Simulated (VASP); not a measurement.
The system is MgI2.

```xyz
3
Lattice="4.1400 0.0000 0.0000 -2.0700 3.5853 0.0000 0.0000 0.0000 6.8800" Properties=species:S:1:pos:R:3 pbc="T T T"
I     2.0549    1.2087    5.1605
I     0.0403    2.4173    1.7173
Mg   -0.0561   -0.0261   -0.0312
```

This cell differs from its parent crystal: atoms moved at random.

* Program: VASP 6.6.1
* Task: relaxation of the atoms
* Functional: PBE
* Potentials or basis: VASP PAW PBE potentials, release 64 (I, Mg)
* Cutoff: 500 eV
* k mesh: 6 × 6 × 4
* Occupations: gaussian, width 0.03 eV
* Spin: no spin polarisation

At the start: pressure 0.7 GPa; volume 34.04 Å³/atom.

**Question.** Where does the relaxation end?

**Answer.** Over 15 steps the energy falls by 7.5 meV/atom; space group Cm (No. 8, to 0.1 Å) before, P-3m1 (No. 164, to 0.1 Å).

Step by step:
| step | energy change (eV) | largest force (eV/Å) | pressure (GPa) |
| --- | --- | --- | --- |
| 1 | 0.0000 | 0.3312 | 0.70 |
| 2 | -0.0082 | 0.2552 | 0.83 |
| 3 | -0.0201 | 0.1070 | 1.27 |
| 4 | -0.0202 | 0.1117 | 1.31 |
| 5 | -0.0215 | 0.0618 | 1.32 |
| 6 | -0.0221 | 0.0374 | 1.33 |
| 7 | -0.0223 | 0.0216 | 1.29 |
| 8 | -0.0223 | 0.0182 | 1.24 |
| 9 | -0.0224 | 0.0150 | 1.25 |
| 10 | -0.0224 | 0.0097 | 1.25 |
| 11 | -0.0224 | 0.0045 | 1.26 |
| 12 | -0.0224 | 0.0112 | 1.26 |
| 13 | -0.0224 | 0.0053 | 1.26 |
| 14 | -0.0224 | 0.0056 | 1.26 |
| 15 | -0.0224 | 0.0010 | 1.26 |

Final structure:
```cif
data_structure
_symmetry_space_group_name_H-M 'P 1'
_symmetry_Int_Tables_number 1
_cell_length_a 4.1400
_cell_length_b 4.1400
_cell_length_c 6.8800
_cell_angle_alpha 90.000
_cell_angle_beta 90.000
_cell_angle_gamma 120.000
_cell_volume 102.12
loop_
_atom_site_label
_atom_site_type_symbol
_atom_site_fract_x
_atom_site_fract_y
_atom_site_fract_z
_atom_site_occupancy
I1 I 0.66494 0.33471 0.75516 1
I2 I 0.33141 0.66799 0.24158 1
Mg1 Mg 0.99818 0.00134 0.99840 1
```

Caveat: the cell differs from its parent crystal (atoms moved at random).
